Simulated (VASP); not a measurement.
**CeO2: single point with r2SCANh**

Crystal: CeO2.

```
CELL_PARAMETERS angstrom
0.00000 2.71865 2.71865
2.71865 0.00000 2.71865
2.71865 2.71865 0.00000
ATOMIC_POSITIONS crystal
Ce 0.00000 0.00000 0.00000
O 0.25000 0.25000 0.25000
O 0.75000 0.75000 0.75000
```

```
Program                            : VASP 6.6.1
Task                               : single point
Functional                         : r2SCANh
Potentials or basis                : VASP PAW PBE potentials, release 64 (Ce, O)
Cutoff                             : 800 eV
k mesh                             : 6 × 6 × 6
Occupations                        : gaussian, width 0.01 eV
Spin                               : no spin polarisation
Dipole correction                  : no
Grid for exact exchange (PRECFOCK) : Normal
Further INCAR settings             : ALGO = Normal; EDIFF = 1e-06; NBANDS = 19
Share of exact exchange            : 0.1
```

```
Pressure               : -2.4 GPa
Band gap on the k mesh : 3.17 eV (least direct gap 3.28 eV)
```

Levels at points of the mesh, in eV from the valence-band top:
```
           k point  band 10  band 11  band 12  band 13  band 14  band 15
(0.00, 0.00, 0.00)    -0.48    -0.48    -0.48     3.65     3.65     3.65
(0.50, 0.00, 0.00)    -1.14    -0.70    -0.70     3.17     3.44     3.44
(0.50, 0.50, 0.00)    -0.72    -0.72    -0.50     3.35     3.35     3.35
```

Run time: 44 min on 4 MPI ranks on Intel(R) Xeon(R) Platinum 8488C (Sapphire Rapids), with other jobs on the host, peak memory 0.26 GiB a rank.

Caveat: the PAW data sets were made with another functional, which shifts forces and pressure a little; spin-orbit coupling is left out, which moves the levels of the heavy elements. Spin polarisation is off, so any magnetic state and its effect on volume and gap are missing.
